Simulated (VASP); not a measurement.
# Al3Cu2 in VASP: notebook

Al3Cu2 is run at these levels: PBEsol; tasks: single point.

Program: VASP 6.6.1. These are calculated values, not measurements. Logs are shortened: lines on timing, memory, paths and dates and some standing lists are left out, and cuts for length are marked.

## (1) The cell of the first run

The cell holds a disordered packing, 20 atoms: a = 6.895 Å, b = 6.976 Å, c = 7.003 Å, α = 89.88°, β = 90.99°, γ = 93.07°.

## (2) Single point, PBEsol

File INCAR:

```
SYSTEM = Al3Cu2
PREC = Accurate ; ENCUT = 400
EDIFF = 1E-6 ; ISMEAR = -1
SIGMA = 0.05 ; LREAL = Auto
LASPH = .TRUE. ; NELM = 120
ALGO = Normal ; ISIF = 2
LWAVE = .FALSE. ; LCHARG = .FALSE.
GGA = PS ; ISYM = -1
NBANDS = 78 ; GGA_COMPAT = .FALSE.
```

File KPOINTS:

```
explicit points
1
Reciprocal
  0.25000000   0.25000000   0.25000000 1
```

File POSCAR:

```
Al3Cu2
1.0
    6.8921920000     -0.1854640000     -0.0600550000
   -0.1854640000      6.9738980000      0.0067840000
   -0.0600550000      0.0067840000      7.0022850000
Al Cu
12 8
Direct
    0.6127948409      0.1695940269      0.8624613063
    0.2586210061      0.9304198934      0.6252141288
    0.0555963179      0.0524455694      0.9948502590
    0.5327858178      0.8672487530      0.3321410135
    0.9050527883      0.4164142077      0.9498083827
    0.7334890288      0.5278982732      0.5981865094
    0.8974127320      0.1381022803      0.5983989849
    0.7190490876      0.8042133555      0.0354965143
    0.1431110728      0.4181611044      0.4069962492
    0.1583618823      0.6997830514      0.1721411075
    0.4712070832      0.3919642949      0.1488705838
    0.3691247727      0.6115732357      0.8500872037
    0.9374986149      0.7919292513      0.4462590471
    0.7802450373      0.1215801299      0.2163827688
    0.2007549603      0.0403283478      0.3147160893
    0.0106578188      0.7416204055      0.8205452795
    0.2633484193      0.2625098439      0.7664764463
    0.6236142490      0.8523737273      0.7008491729
    0.8164664362      0.5284021877      0.2584273864
    0.5329556735      0.2041652551      0.4698447144
```

Potentials or basis: VASP PAW PBE potentials, release 64 (Al, Cu).

On the command line:

```
> cat potpaw_PBE.64/Al/POTCAR potpaw_PBE.64/Cu/POTCAR > POTCAR
> mpirun -np 1 vasp_std > vasp.out
```

OUTCAR:

```text
SYSTEM = Al3Cu2
   PREC = Accurate
   ENCUT = 400
   EDIFF = 1E-6
   ISMEAR = -1
   LREAL = Auto
   LASPH = .TRUE.
   NELM = 120
   ISIF = 2
   GGA = PS
   ISYM = -1

 ion  position               nearest neighbor table
   1  0.613  0.170  0.862-  18 2.49  17 2.61   5 2.64   7 2.74  14 2.74  11 2.76  20 2.81   8 2.94
                             6 3.19   2 3.31   3 3.32
   2  0.259  0.930  0.625-  15 2.34  17 2.52  16 2.52  18 2.65  13 2.66  20 2.84  12 2.85   4 2.86
                             7 2.95   3 3.11   1 3.31
   3  0.056  0.052  0.995-  15 2.44  16 2.49  14 2.54  17 2.57   5 2.81   8 2.84  10 2.87   7 3.04
                             2 3.11   1 3.32
   4  0.533  0.867  0.332-   8 2.51  14 2.54  20 2.54  15 2.65  18 2.65   2 2.86  13 2.96  10 2.98
                             6 3.35
   5  0.905  0.416  0.950-  19 2.40  16 2.52   1 2.64   3 2.81   6 2.84  14 2.88  10 2.99  17 3.05
                             8 3.12   7 3.14  11 3.32
   6  0.733  0.528  0.598-  19 2.46  13 2.50  18 2.53  20 2.73  16 2.81   5 2.84   7 3.00  12 3.17
                             1 3.19   9 3.27   4 3.35
   7  0.897  0.138  0.598-  13 2.67  20 2.72   1 2.74  18 2.77  14 2.78  17 2.86   9 2.86   2 2.95
                             6 3.00  15 3.01   3 3.04   5 3.14
   8  0.719  0.804  0.035-  18 2.45   4 2.51  14 2.56  19 2.58  16 2.59   3 2.84   1 2.94  12 2.98
                             5 3.12  10 3.28
   9  0.143  0.418  0.407-  10 2.56  19 2.62  15 2.77   7 2.86  17 2.87  11 2.93  13 3.05   6 3.27

  10  0.158  0.700  0.172-   9 2.56  13 2.57  15 2.58  19 2.66  16 2.67  12 2.79   3 2.87   4 2.98
                             5 2.99  11 3.13   8 3.28
  11  0.471  0.392  0.149-  19 2.62  20 2.64  12 2.70   1 2.76   9 2.93  14 2.95  10 3.13   5 3.32
[... 11 lines left out ...]
  17  0.263  0.263  0.766-   2 2.52   3 2.57  12 2.57   1 2.61   7 2.86   9 2.87   5 3.05
  18  0.624  0.852  0.701-   8 2.45   1 2.49   6 2.53  12 2.59   2 2.65   4 2.65   7 2.77
  19  0.816  0.528  0.258-  13 2.37   5 2.40   6 2.46   8 2.58   9 2.62  11 2.62  10 2.66
  20  0.533  0.204  0.470-   4 2.54  14 2.57  11 2.64  15 2.72   7 2.72   6 2.73   1 2.81   2 2.84

IMPORTANT INFORMATION: All symmetrisations will be switched off!
NOSYMM: (Re-)initialisation of all symmetry stuff for point group C_1.

----------------------------------------------------------------------------------------

                                     Primitive cell

  volume of cell :     336.3018

  direct lattice vectors                    reciprocal lattice vectors
     6.892192000 -0.185464000 -0.060055000     0.145206421  0.003860415  0.001241621
    -0.185464000  6.973898000  0.006784000     0.003860415  0.143494598 -0.000105913
    -0.060055000  0.006784000  7.002285000     0.001241621 -0.000105913  0.142821277

  length of vectors
     6.894948445  6.976366979  7.002545812     0.145263034  0.143546555  0.142826713

[... 86 lines left out ...]
   NUPDOWN=      -1.0000    fix difference up-down
   EMIN   =  10.00;   EMAX   =-10.00  energy-range for DOS
   EFERMI =   0.00;   METHOD = LEGACY
   ISMEAR =    -1;   SIGMA  =   0.05  broadening in eV -4-tet -1-fermi 0-gaus
   EFERMI_NEDOS =   21; number of points for ismear=-14 and -15
   IALGO  =     38    algorithm
   IMIX   =      4    mixing-type and parameters
     AMIX     =   0.40;   BMIX     =  1.00
     AMIX_MAG =   1.60;   BMIX_MAG =  1.00
  volume/ion in A,a.u.               =      16.82       113.47
  Fermi-wavevector in a.u.,A,eV,Ry     =   1.173921  2.218390 18.750072  1.378091
  Thomas-Fermi vector in A             =   2.310327
   LORBIT       =      0    0 simple, 1 ext, 2 COOP (PROOUT), +10 PAW based schemes
   GGA     = PS    functional components
   LHFCALC =     F    Hartree Fock is set to
   AEXX    =    0.0000 exact exchange contribution
   IVDW    =     0    specifies the selected vdW correction
   LEPSILON=     F    determine dielectric tensor
   LRPA    =     F    only Hartree local field effects (RPA)
 non-spin polarized calculation
  energy-cutoff  :      400.00
  volume of cell :      336.30
 maximum number of plane-waves:      6115
 NGX is ok and might be reduce to    48
   NGX = 23   NGY = 23   NGZ = 23

 number of electron     124.0000028 magnetization

 Free energy of the ion-electron system (eV)
  ---------------------------------------------------
  ext. energy  EPLUGINS =         0.00000000
  ---------------------------------------------------
  free energy    TOTEN  =       -82.83292825 eV

  energy without entropy =      -82.78373664  energy(sigma->0) =      -82.80833244

 E-fermi :   6.6080     XC(G=0): -10.4403

 val. band max:        6.4746098465   @ k =   0.2500   0.2500   0.2500
 cond. band min:       6.7428721147   @ k =   0.2500   0.2500   0.2500
 fundamental gap:      0.2682622682
 Fermi energy:         6.6080472882

 k-point     1 :       0.2500    0.2500    0.2500
  band No.  band energies     occupation
      1      -2.9612      2.00000
      2      -1.8056      2.00000
      3      -1.4165      2.00000
      4      -1.2177      2.00000
      5      -0.4139      2.00000
      6      -0.0451      2.00000
[... 66 lines left out ...]
     73       9.0063      0.00000
     74       9.0320      0.00000
 [bands above 74 left out]

------------------------ aborting loop because EDIFF is reached ----------------------------------------

  FORCE on cell =-STRESS in cart. coord.  units (eV):
  Direction    XX          YY          ZZ          XY          YZ          ZX
  --------------------------------------------------------------------------------------
  -------------------------------------------------------------------------------------
  Total      -32.1293046     -5.4426827    -13.3747775    -10.2830712     -6.5398304    -12.5055251
  in kB     -153.0674208    -25.9295186    -63.7188613    -48.9896439    -31.1564470    -59.5776504
  external PRESSURE =     -80.9052669 kB  Pullay stress =       0.0000000 kB

 VOLUME and BASIS-vectors are now :
 -----------------------------------------------------------------------------
  energy-cutoff  :      400.00
  volume of cell :      336.30
      direct lattice vectors                 reciprocal lattice vectors
     6.892192000 -0.185464000 -0.060055000     0.145206421  0.003860415  0.001241621
    -0.185464000  6.973898000  0.006784000     0.003860415  0.143494598 -0.000105913
    -0.060055000  0.006784000  7.002285000     0.001241621 -0.000105913  0.142821277

 POSITION                                       TOTAL-FORCE (eV/Angst)
 -----------------------------------------------------------------------------------
      4.14025      1.07493      6.00355        -0.255930     -0.085122     -0.220897
      1.57236      6.44493      4.36871         0.400913     -0.507821      0.780196
      0.31371      0.36219      6.96324         0.224918      0.050064     -0.671989
      3.49127      5.95154      2.29963        -0.194757     -0.038640      0.843771
      6.10353      2.74262      6.59930         0.227379     -0.043190     -0.476773
      4.92152      3.54953      4.14820        -0.009843     -0.049901      0.388733
[... 12 lines left out ...]
      5.51372      3.53535      1.76413        -0.055490     -0.351317      0.191287
      3.60715      1.32817      3.25937        -0.229639      0.259022      0.172636
 -----------------------------------------------------------------------------------
    total drift:                               -0.002812      0.001768     -0.000570

  FREE ENERGIE OF THE ION-ELECTRON SYSTEM (eV)
  ---------------------------------------------------
  free  energy   TOTEN  =       -82.8329282461 eV

  energy  without entropy=      -82.7837366371  energy(sigma->0) =      -82.80833244
```

stdout:

```text
POSCAR found type information on POSCAR AlCu
 POSCAR found :  2 types and      20 ions
 scaLAPACK will be used
 -----------------------------------------------------------------------------
|                                                                             |
|                                                                             |
|     You enforced a specific xc type in the INCAR file but a different       |
|     I HOPE YOU KNOW WHAT YOU ARE DOING!                                     |
|                                                                             |
 -----------------------------------------------------------------------------

 LDA part: xc-table for (Slater+PW92), standard interpolation
 POSCAR, INCAR and KPOINTS ok, starting setup
 FFT: planning ... GRIDC
 FFT: planning ... GRID_SOFT
 FFT: planning ... GRID
 WAVECAR not read
 entering main loop
```

It took 2 min on 1 thread of Intel Xeon 8259CL, shared host; peak memory 0.31 GiB.

Results:

| Quantity | Value |
| --- | --- |
| Free energy | -82.8329 eV |
| Pressure | -8.1 GPa |
| Largest force | 1.019 eV/Å |

Forces on the atoms (eV/Å):
```
Al  -0.256 -0.085 -0.221
Al   0.401 -0.508  0.780
Al   0.225  0.050 -0.672
Al  -0.195 -0.039  0.844
Al   0.227 -0.043 -0.477
Al  -0.010 -0.050  0.389
Al   0.213 -0.213 -0.309
Al   0.646 -0.347 -0.135
Al  -0.055 -0.863  0.539
Al  -0.193  0.362 -0.538
Al  -0.298 -0.331  0.689
Al  -0.214  0.449 -0.612
Cu  -0.033  0.427  0.435
Cu  -0.106  0.690 -0.211
Cu  -0.158  0.468 -0.168
Cu  -0.023 -0.103 -0.038
Cu  -0.100  0.299 -0.235
Cu   0.214 -0.072 -0.424
Cu  -0.055 -0.351  0.191
Cu  -0.230  0.259  0.173
```

Stress tensor (GPa, compression positive):
```
-15.31  -4.90  -5.96
 -4.90  -2.59  -3.12
 -5.96  -3.12  -6.37
```

Caveat: the atoms stand as in a frame of molecular dynamics; the PAW data sets were made with another functional, which shifts forces and pressure a little.

(Part 1 of 2 ends here.)
